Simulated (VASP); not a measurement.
Set up this calculation in VASP 6.6.1, as the native input.

| Property | Result |
| --- | --- |
| Task | single point |
| Functional | PBE |
| Potentials or basis | VASP PAW PBE potentials, release 64 (N) |
| Cutoff | 520 eV |
| k mesh | 16 × 16 × 15 |
| Occupations | fermi-dirac, width 0.1 eV |
| Spin | no spin polarisation |
| Dipole correction | no |
| Further INCAR settings | ALGO = Normal; EDIFF = 1e-06; NBANDS = 12 |

The structure of N lies in POSCAR:

```
N
1.0
    2.5194737886      0.0000000000      0.0000000000
   -1.2597368943      2.1819283051      0.0000000000
    0.0000000000      0.0000000000      2.4460020000
N
2
Direct
    0.3333333333      0.6666666667      0.7500000000
    0.6666666667      0.3333333333      0.2500000000
```

The input as run:

INCAR

```
PREC = Accurate
ENCUT = 520
EDIFF = 1E-6
ISMEAR = -1
SIGMA = 0.1
LREAL = False
LASPH = True
NELM = 100
ALGO = Normal
ISIF = 2
LWAVE = False
LCHARG = True
GGA = PE
LELF = True
LVHAR = True
NBANDS = 12
```

KPOINTS

```
Automatic mesh
0
Gamma
  16 16 15
```

Potentials or basis: VASP PAW PBE potentials, release 64 (N).

The run is started by

```bash
$ cat potpaw_PBE.64/N/POTCAR > POTCAR
$ mpirun -np 1 vasp_std > vasp.out
```

It gave:

```
Pressure               : 10.1 GPa
Band gap on the k mesh : zero (bands 5 and 6 overlap by 4.09 eV)
```

Caveat: the cell stands under pressure.

It took 41 s on 1 thread of Intel Xeon 8259CL (shared host), peak memory 0.14 GiB.
